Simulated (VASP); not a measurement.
A run of VASP 6.6.1:

Contents of INCAR:

```
SYSTEM = Si
  ALGO = Fast
  EDIFF = 1E-6
  ENCUT = 520
  ISIF = 2
  ISMEAR = 0
  LASPH = .True.
  LCHARG = .True.
  LELF = .True.
  LREAL = .False.
  LVHAR = .True.
  LWAVE = .False.
  NBANDS = 26
  NELM = 80
  PREC = Accurate
  SIGMA = 0.15
```

KPOINTS

```
k-points
0
Gamma
  22 13 7
  0 0 0
```

Contents of POSCAR:

```
Si
1.0
    1.3255333431     -2.2958910974      0.0000000000
    0.0000000000      0.0000000000     -4.5417424135
    8.4834133959      3.6734257558      0.0000000000
Si
8
Direct
    0.1666666667      0.7500000000      0.8333333333
   -0.0333333333      0.7500000000      0.0833333333
    0.3666666667      0.7500000000      0.3333333333
   -0.2333333333      0.7500000000      0.5833333333
   -0.3666666667      0.2500000000      0.9166666667
    0.4333333333      0.2500000000      0.1666666667
   -0.1666666667      0.2500000000      0.4166666667
    0.2333333333      0.2500000000      0.6666666667
```

Potentials or basis: VASP PAW LDA potentials, release 64 (Si).

The run is started by

```sh
$ cat potpaw_LDA.64/Si/POTCAR > POTCAR
$ mpirun -np 1 vasp_std > vasp.out
```

Hardware: 1 thread of Oxide Virtual Turin-like Processor (shared host).

How long does it take, and how much memory?

Wall time 19 min on 1 thread of Oxide Virtual Turin-like Processor, on a shared host, peak memory 0.93 GiB. Counts: scf iterations 12, k points 546.
